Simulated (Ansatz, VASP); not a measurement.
**One calculation of Mo, two programs**

The input INCAR:

```
ALGO = Fast ; EDIFF = 1E-6
ENCUT = 520 ; GGA = PE
ISIF = 2 ; ISMEAR = 0
LASPH = T ; LCHARG = F
LREAL = F ; LWAVE = F
NBANDS = 13 ; NELM = 100
PREC = Accurate ; SIGMA = 0.15
```

KPOINTS

```
k-points
0
Gamma
  20 20 20
```

The input POSCAR:

```
Mo
1.0
   -0.2201130824      2.0010280217      1.8509509201
    1.7809149393      0.0000000000      1.6308378377
    2.0010280217      2.0010280217     -0.2201130824
Mo
1
Direct
    0.0000000000      0.0000000000      0.0000000000
```

Input for Ansatz:

```yaml
crystal:
  lattice:
    - [-0.2201130824, 2.0010280217, 1.8509509201]
    - [1.7809149393, 0.0, 1.6308378377]
    - [2.0010280217, 2.0010280217, -0.2201130824]
  atoms:
    - { symbol: Mo, position: [0.0, 0.0, 0.0] }
basis:
  ecutwfc: 420
kpoints:
  mp_grid: { grid: [20, 20, 20] }
hamiltonian:
  xc: pbe
scf:
  occupations: { method: gaussian, width: 0.15 }
output:
  forces: true
  stress: true
  eigenvalues: true
```

Change from the starting cell: engineering shear strain xz -0.2200, normal strain along z -0.0750.

Alike in both runs: task single point; functional PBE; k mesh 20 × 20 × 20; occupations gaussian, width 0.15 eV; no spin polarisation.

```csv
,VASP,Ansatz
version,VASP 6.6.1,Ansatz 0.2.0
potentials or method,"VASP PAW PBE potentials, release 64 (Mo_sv), cutoff 520 eV","scalar-relativistic, plane waves, PAW"
valence electrons in the cell,14,14
```

|  | VASP | Ansatz | Ansatz less VASP |
| --- | --- | --- | --- |
| gap on the k mesh at the Fermi level (eV) | none | none | - |
| pressure (GPa) | 35.1 | 34.2 | -0.89 |
| traceless stress, the component that is largest in VASP (GPa) | 24.45 | 24.03 | -0.419 |

A gap of «none» marks a metal or a gap that the smearing closes. Both programs put the cell under a high pressure, so it lies far from rest at this level.
